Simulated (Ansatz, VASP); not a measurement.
Two plane-wave programs on ZnAu

INCAR

```
ALGO = Fast
EDIFF = 1E-6
ENCUT = 520
GGA = PE
ISIF = 2
ISMEAR = 0
LASPH = T
LCHARG = F
LREAL = F
LWAVE = F
NBANDS = 18
NELM = 100
PREC = Accurate
SIGMA = 0.15
```

The input KPOINTS:

```
k-points
0
Gamma
  16 16 16
```

POSCAR

```
ZnAu
1.0
    3.3221846532      0.0000000000      0.0000000000
    0.0000000000      3.3221846532      0.0000000000
    0.0000000000      0.0000000000      2.8238569552
Zn Au
1 1
Direct
    0.5000000000      0.5000000000      0.5000000000
    0.0000000000      0.0000000000      0.0000000000
```

Input for Ansatz:

```yaml
crystal:
  lattice:
    - [3.3221846532, 0.0, 0.0]
    - [0.0, 3.3221846532, 0.0]
    - [0.0, 0.0, 2.8238569552]
  atoms:
    - { symbol: Zn, position: [0.5, 0.5, 0.5] }
    - { symbol: Au, position: [0.0, 0.0, 0.0] }
basis:
  ecutwfc: 420
kpoints:
  mp_grid: { grid: [16, 16, 16] }
hamiltonian:
  xc: pbe
scf:
  occupations: { method: gaussian, width: 0.15 }
output:
  forces: true
  stress: true
  eigenvalues: true
  write_density: true
  write_potential: true
  elf: true
  volumetric_format: npy
```

Alike in both runs: task single point; functional PBE; k mesh 16 × 16 × 16; occupations gaussian, width 0.15 eV; no spin polarisation.

|  | VASP | Ansatz |
| --- | --- | --- |
| version | VASP 6.6.1 | Ansatz 0.2.0 |
| potentials or method | VASP PAW PBE potentials, release 64 (Zn, Au), cutoff 520 eV | scalar-relativistic, plane waves, PAW |
| valence electrons in the cell | 23 | 31 |

|  | VASP | Ansatz | Ansatz less VASP |
| --- | --- | --- | --- |
| gap on the k mesh at the Fermi level (eV) | none | none | - |
| pressure (GPa) | 6.1 | 6.0 | -0.11 |
| traceless stress, the component that is largest in VASP (GPa) | 3.53 | 3.57 | +0.039 |

A gap of «none» marks a metal or a gap that the smearing closes. With one functional, cell and mesh, what is left measures potentials, basis and numerics. VASP's potentials hold 23 valence electrons a cell and Ansatz's 31, so a difference there can come from the potentials and not from the codes.

Spin-orbit coupling is off throughout.
